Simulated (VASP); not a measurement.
# Zn (Fd-3m) in VASP: notebook, part 2 of 2

VASP 6.6.1. Earlier steps stand in the parts before.

### 4 Single point, PBE

This run uses another cell than the first one, of 24.77 Å³/atom, 1.053 times its volume.

INCAR

```
PREC = Accurate
ENCUT = 520
EDIFF = 1E-6
ISMEAR = -1
SIGMA = 0.05
LREAL = False
LASPH = True
NELM = 60
ALGO = Normal
ISIF = 2
LWAVE = False
LCHARG = True
GGA = PE
LELF = True
LVHAR = True
NBANDS = 19
```

KPOINTS

```
regular mesh
0
Gamma
  12 12 12
```

POSCAR

```
Zn
1.0
    0.0000000000      2.9151411625      2.9151411625
    2.9151411625      0.0000000000      2.9151411625
    2.9151411625      2.9151411625      0.0000000000
Zn
2
Direct
   -0.1250000000     -0.1250000000     -0.1250000000
    0.1250000000      0.1250000000      0.1250000000
```

Potentials or basis: VASP PAW PBE potentials, release 64 (Zn).

On the command line:

```sh
$ cat potpaw_PBE.64/Zn/POTCAR > POTCAR
$ mpirun -np 1 vasp_std > vasp.out
```

OUTCAR:

```text
PREC = Accurate
   ENCUT = 520
   EDIFF = 1E-6
   ISMEAR = -1
   LREAL = False
   LASPH = True
   NELM = 60
   ISIF = 2
   GGA = PE

 ion  position               nearest neighbor table
   1  0.875  0.875  0.875-   2 2.52   2 2.52   2 2.52   2 2.52
   2  0.125  0.125  0.125-   1 2.52   1 2.52   1 2.52   1 2.52

  LATTYP: Found a face centered cubic cell.
 ALAT       =     5.8302823250

  Lattice vectors:

 A1 = (   0.0000000000,   2.9151411625,   2.9151411625)
 A2 = (   2.9151411625,   0.0000000000,   2.9151411625)
 A3 = (   2.9151411625,   2.9151411625,   0.0000000000)

Analysis of symmetry for initial positions (statically):
=====================================================================
 Subroutine PRICEL returns:
 Original cell was already a primitive cell.

 Routine SETGRP: Setting up the symmetry group for a
 face centered cubic supercell.

 Subroutine GETGRP returns: Found 48 space group operations
 (whereof 12 operations were pure point group operations)
 out of a pool of 48 trial point group operations.

The static configuration has the point symmetry D_3d.
[... 155 lines left out ...]
  ---------------------------------------------------
  ext. energy  EPLUGINS =         0.00000000
  ---------------------------------------------------
  free energy    TOTEN  =        -1.28173259 eV

  energy without entropy =       -1.27098249  energy(sigma->0) =       -1.27635754

 E-fermi :   0.2728     XC(G=0):  -8.9276

 val. band max:        0.2694873532   @ k =  -0.2500   0.0833   0.0000
 cond. band min:       0.2931580901   @ k =  -0.4167   0.3333   0.1667
 fundamental gap:      0.0236707369
 Fermi energy:         0.2728459876

 k-point     1 :       0.0000    0.0000    0.0000
  band No.  band energies     occupation
      1      -7.2456      2.00000
      2      -7.2456      2.00000
      3      -7.2456      2.00000
      4      -7.2439      2.00000
      5      -7.2060      2.00000
      6      -7.2060      2.00000
[... 505 lines left out ...]
      6      -6.9737      2.00000
[... 11 lines left out ...]
     18      11.2997      0.00000
     19      12.3718      0.00000

 [... further k-points ...]
[... 5 lines left out ...]
  --------------------------------------------------------------------------------------
  -------------------------------------------------------------------------------------
  Total        0.0372387      0.0372387      0.0372387     -0.0000000      0.0000000      0.0000000
  in kB        1.2041931      1.2041931      1.2041931     -0.0000000      0.0000000      0.0000000
  external PRESSURE =       1.2041931 kB  Pullay stress =       0.0000000 kB

 VOLUME and BASIS-vectors are now :
 -----------------------------------------------------------------------------
  energy-cutoff  :      520.00
  volume of cell :       49.55
      direct lattice vectors                 reciprocal lattice vectors
     0.000000000  2.915141162  2.915141162    -0.171518281  0.171518281  0.171518281
     2.915141162  0.000000000  2.915141162     0.171518281 -0.171518281  0.171518281
     2.915141162  2.915141162  0.000000000     0.171518281  0.171518281 -0.171518281

 POSITION                                       TOTAL-FORCE (eV/Angst)
 -----------------------------------------------------------------------------------
      5.10150      5.10150      5.10150        -0.000000     -0.000000     -0.000000
      0.72879      0.72879      0.72879         0.000000      0.000000      0.000000
 -----------------------------------------------------------------------------------
    total drift:                                0.000000      0.000000     -0.000000

  FREE ENERGIE OF THE ION-ELECTRON SYSTEM (eV)
  ---------------------------------------------------
  free  energy   TOTEN  =        -1.2817325938 eV

  energy  without entropy=       -1.2709824940  energy(sigma->0) =       -1.27635754
```

OSZICAR:

```text
N       E                     dE             d eps       ncg     rms          rms(c)
DAV:   1     0.115329003966E+03    0.11533E+03   -0.12026E+04  2744   0.168E+03
DAV:   2     0.456881584314E+01   -0.11076E+03   -0.10828E+03  2760   0.286E+02
DAV:   3    -0.133534828191E+01   -0.59042E+01   -0.58840E+01  3063   0.725E+01
DAV:   4    -0.138317590188E+01   -0.47828E-01   -0.47817E-01  3004   0.726E+00
DAV:   5    -0.138325948451E+01   -0.83583E-04   -0.83582E-04  2961   0.259E-01    0.223E+00
DAV:   6    -0.128599127149E+01    0.97268E-01   -0.45704E-01  3252   0.120E+01    0.169E+00
DAV:   7    -0.128296570304E+01    0.30256E-02   -0.16399E-02  2940   0.180E+00    0.843E-01
DAV:   8    -0.128167181246E+01    0.12939E-02   -0.27361E-03  2984   0.430E-01    0.417E-02
DAV:   9    -0.128172910431E+01   -0.57292E-04   -0.16273E-04  3067   0.108E-01    0.378E-02
DAV:  10    -0.128173293274E+01   -0.38284E-05   -0.22309E-05  2952   0.391E-02    0.444E-03
DAV:  11    -0.128173259376E+01    0.33898E-06   -0.25990E-07  1836   0.658E-03
   1 F= -.12817326E+01 E0= -.12763575E+01  d E =-.107501E-01
```

stdout:

```text
POSCAR found type information on POSCAR Zn
 POSCAR found :  1 types and       2 ions
 scaLAPACK will be used
 LDA part: xc-table for (Slater+PW92), standard interpolation
 POSCAR, INCAR and KPOINTS ok, starting setup
 FFT: planning ... GRIDC
 FFT: planning ... GRID_SOFT
 FFT: planning ... GRID
 WAVECAR not read
 entering main loop
```

Run time: 26 s. Hardware: 1 thread of AMD EPYC 9R45 (Zen 5), shared host; peak memory 0.17 GiB.

What came out:

| Quantity | Value |
| --- | --- |
| Free energy | -1.2817 eV |
| Pressure | 0.1 GPa |
| Band gap on the k mesh | zero (band 12 reaches 5.44 eV, above the bottom of band 13 at -0.38 eV) |
